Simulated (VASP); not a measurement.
Input of a VASP 6.6.1 run:

The input INCAR:

```
ALGO = Normal ; EDIFF = 1E-7
ENCUT = 520 ; GGA = PS
ISIF = 2 ; ISMEAR = 0
LASPH = T ; LCHARG = F
LREAL = F ; LWAVE = F
NBANDS = 15 ; NELM = 100
PREC = Accurate ; SIGMA = 0.05
```

File KPOINTS:

```
k-points
0
Gamma
  10 10 10
```

File POSCAR:

```
CaSe
1.0
    0.0000000000      2.9342653778      2.9049227240
    2.9342653778      0.0000000000      2.9049227240
    2.9342653778      2.9342653778      0.0000000000
Ca Se
1 1
Direct
    0.5000000000      0.5000000000      0.5000000000
    0.0000000000      0.0000000000      0.0000000000
```

Potentials or basis: VASP PAW PBE potentials, release 64 (Ca_sv, Se).

The run is started by

```bash
$ cat potpaw_PBE.64/Ca_sv/POTCAR potpaw_PBE.64/Se/POTCAR > POTCAR
$ mpirun -np 1 vasp_std > vasp.out
```

Predict the band gap on the k mesh.

1.83 eV, indirect (least direct gap 2.80 eV).

Estimate the pressure.

0.8 GPa.

Stress tensor (GPa, compression positive):
```
0.40 0.00 0.00
0.00 0.40 0.00
0.00 0.00 1.48
```

Caveat: the PAW data sets were made with another functional, which shifts forces and pressure a little. A k mesh can miss the band edges.
